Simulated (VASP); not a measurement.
SnO:

```
CELL_PARAMETERS angstrom
3.88849 0.00000 0.00000
0.00000 3.88849 0.00000
0.00000 0.00000 4.98276
ATOMIC_POSITIONS crystal
Sn 0.50000 0.00000 0.76463
Sn 0.00000 0.50000 0.23537
O 0.00000 0.00000 0.00000
O 0.50000 0.50000 0.00000
```

Base run:

```yaml
Program: VASP 6.6.1
Functional: revPBE
Potentials_or_basis: VASP PAW PBE potentials, release 64 (Sn_d, O)
Cutoff: 520 eV
k_mesh: 7 × 7 × 6
Occupations: fermi-dirac, width 0.05 eV
Spin: no spin polarisation
```

Its results: band gap on the k mesh 0.58 eV (least direct gap 1.99 eV); pressure 0.4 GPa; largest force 0.186 eV/Å.

Problem. The run is repeated on the same cell with these changes: functional from revPBE to b88 exchange, pbe correlation; cutoff from 520 eV to 600 eV. What comes out?

Solution. Band gap on the k mesh 0.60 eV (least direct gap 1.98 eV); pressure -1.7 GPa; largest force 0.349 eV/Å.

Caveats: the PAW data sets were made with another functional, which shifts forces and pressure a little; spin-orbit coupling is left out, which moves the levels of the heavy elements; an odd mesh through Γ misses points on the zone boundary, where band edges can lie.
